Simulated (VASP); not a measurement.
Set up this calculation in VASP 6.6.1, as the native input.

| Quantity | Value |
| --- | --- |
| Task | single point |
| Functional | LDA |
| Potentials or basis | VASP PAW LDA potentials, release 64 (Cd, Hg, Se) |
| Cutoff | 520 eV |
| k mesh | 8 × 8 × 4 |
| Occupations | gaussian, width 0.02 eV |
| Spin | no spin polarisation |
| Dipole correction | no |
| Further INCAR settings | ALGO = Normal; EDIFF = 1e-07; NBANDS = 36 |

The structure of CdHg2Se3 lies in POSCAR:

```
CdHg2Se3
1.0
    3.6762645000     -2.3664497000      0.0000000000
    3.6762645000      2.3664497000      0.0000000000
   -0.9860705000      0.0000000000     10.0152070000
Cd Hg Se
1 2 3
Direct
    0.3626760000      0.6373240000      0.0000000000
    0.9961470000      0.2820260000      0.6706310000
    0.7179740000      0.0038530000      0.3293690000
    0.5110200000      0.4889800000      0.5000000000
    0.9466300000      0.5344470000      0.1540750000
    0.4655530000      0.0533700000      0.8459250000
```

The input as run:

INCAR

```
PREC = Accurate
ENCUT = 520
EDIFF = 1E-7
ISMEAR = 0
SIGMA = 0.02
LREAL = F
LASPH = T
NELM = 100
ALGO = Normal
ISIF = 2
LWAVE = F
LCHARG = F
NBANDS = 36
```

KPOINTS

```
regular mesh
0
Gamma
  8 8 4
```

Potentials or basis: VASP PAW LDA potentials, release 64 (Cd, Hg, Se).

Run with:

```sh
$ cat potpaw_LDA.64/Cd/POTCAR potpaw_LDA.64/Hg/POTCAR potpaw_LDA.64/Se/POTCAR > POTCAR
$ mpirun -np 1 vasp_std > vasp.out
```

It gave:

```yaml
Pressure: -4.1 GPa
Largest_force: 0.232 eV/Å
Band_gap_on_the_k_mesh: 0.83 eV (least direct gap 0.86 eV)
```

Caveat: the cell stands under tension; spin-orbit coupling is left out, which moves the levels of the heavy elements.

Wall time 3.9 min on 1 thread of Intel(R) Xeon(R) 6975P-C (Granite Rapids) (shared host), peak memory 0.57 GiB.
